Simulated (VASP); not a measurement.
The system is BN.

```
CELL_PARAMETERS angstrom
2.55394 0.00000 0.00000
-1.27697 2.21178 0.00000
0.00000 0.00000 4.22685
ATOMIC_POSITIONS crystal
B 0.66667 0.33333 0.99972
B 0.33333 0.66667 0.49972
N 0.66667 0.33333 0.60162
N 0.33333 0.66667 0.12528
```

This cell differs from its parent crystal: atom 3 (N) moved by (+0.000, -0.100) A along [1 1 0] and z.

Base run:

| Item | Value |
| --- | --- |
| Program | VASP 6.6.1 |
| Functional | r2SCAN |
| Potentials or basis | VASP PAW PBE potentials, release 64 (B_h, N_h) |
| Cutoff | 910 eV |
| k mesh | 12 × 12 × 6 |
| Occupations | gaussian, width 0.05 eV |
| Spin | no spin polarisation |

Its results: band gap on the k mesh 6.01 eV, indirect (least direct gap 8.42 eV); pressure -3.1 GPa; largest force 3.349 eV/Å.

Q: The run is repeated on the same cell with these changes: potentials or basis from VASP PAW PBE potentials, release 64 (B_h, N_h) to VASP PAW PBE potentials, release 64 (B, N); cutoff from 910 eV to 520 eV; further incar settings from ALGO = Normal; EDIFF = 1e-06; NBANDS = 16 to ALGO = Normal; EDIFF = 1e-07; NBANDS = 16. What comes out?

A: Band gap on the k mesh 5.99 eV, indirect (least direct gap 8.41 eV); pressure -1.5 GPa; largest force 3.358 eV/Å.

Caveats: the PAW data sets were made with another functional, which shifts forces and pressure a little; the cutoff is under 1.25 times the usual one of these potentials, so pressure, stress and relaxed cells hold a basis-set (Pulay) error (some runs).

A k mesh can miss the band edges.
